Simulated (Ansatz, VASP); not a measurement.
**CuO: VASP beside Ansatz**

```
CELL_PARAMETERS angstrom
2.55255 0.00000 0.00000
0.00000 2.55255 0.00000
0.00000 0.00000 2.55255
ATOMIC_POSITIONS crystal
Cu 0.00000 0.00000 0.00000
O 0.50000 0.50000 0.50000
```

Alike in both runs: task relaxation of cell and atoms; functional PBE; k mesh 10 × 10 × 10; occupations fermi-dirac, width 0.05 eV; no spin polarisation; Hubbard terms Cu d U = 3.0 eV.

|  | VASP | Ansatz |
| --- | --- | --- |
| version | VASP 6.6.1 | Ansatz 0.2.0 |
| potentials or method | VASP PAW PBE potentials, release 64 (Cu, O) | Ansatz PAW |
| plane-wave cutoff (eV) | 600 | 420 |
| valence electrons in the cell | 17 | 25 |

Ansatz gave:

- gap on the k mesh at the Fermi level, each at its own relaxed structure (eV): none
- relaxed volume (Å³/atom): 9.26
- relaxed length of the cell vector where the two differ most in proportion (Å): 2.646

Question: Estimate VASP's values.

Answer: gap on the k mesh at the Fermi level, each at its own relaxed structure (eV): none; relaxed volume (Å³/atom): 9.07; relaxed length of the cell vector where the two differ most in proportion (Å): 2.627.

The programs project onto different local orbitals, so the same U acts differently, and such runs can settle in different states. A gap of «none» marks a metal or a gap that the smearing closes. VASP's potentials hold 17 valence electrons a cell and Ansatz's 25, so a difference there can come from the potentials and not from the codes.

Noted on Ansatz's run: the plane-wave basis is chosen anew once the cell has moved, so the energies of steps on either side of that aren't comparable.
